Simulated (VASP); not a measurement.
A run of VASP 6.6.1:

INCAR

```
PREC = Accurate
ENCUT = 520
EDIFF = 1E-6
ISMEAR = 0
SIGMA = 0.05
LREAL = False
LASPH = True
NELM = 60
ALGO = Normal
ISIF = 2
LWAVE = False
LCHARG = False
NBANDS = 16
```

KPOINTS

```
Automatic mesh
0
Gamma
  12 12 4
```

The input POSCAR:

```
BN
1.0
    2.3970292072      0.0000000000      0.0000000000
   -1.1985146036      2.1549757989      0.0000000000
    0.0000000000      0.0000000000      6.4952714932
B N
2 2
Direct
    0.3275488647      0.6550977295      0.2500000000
    0.6724511353      0.3449022705      0.7500000000
    0.3422098535      0.6844197071      0.7500000000
    0.6577901465      0.3155802929      0.2500000000
```

Potentials or basis: VASP PAW LDA potentials, release 64 (B, N).

Command:

```sh
$ cat potpaw_LDA.64/B/POTCAR potpaw_LDA.64/N/POTCAR > POTCAR
$ mpirun -np 1 vasp_std > vasp.out
```

Hardware: 1 thread of Intel(R) Xeon(R) Platinum 8559C (Emerald Rapids), with other jobs on the host.

Q: Estimate the wall time of this run.

A: Wall time 29 s on 1 thread of Intel(R) Xeon(R) Platinum 8559C (Emerald Rapids), on a shared host, peak memory 0.16 GiB. Counts: scf iterations 13, k points 129.
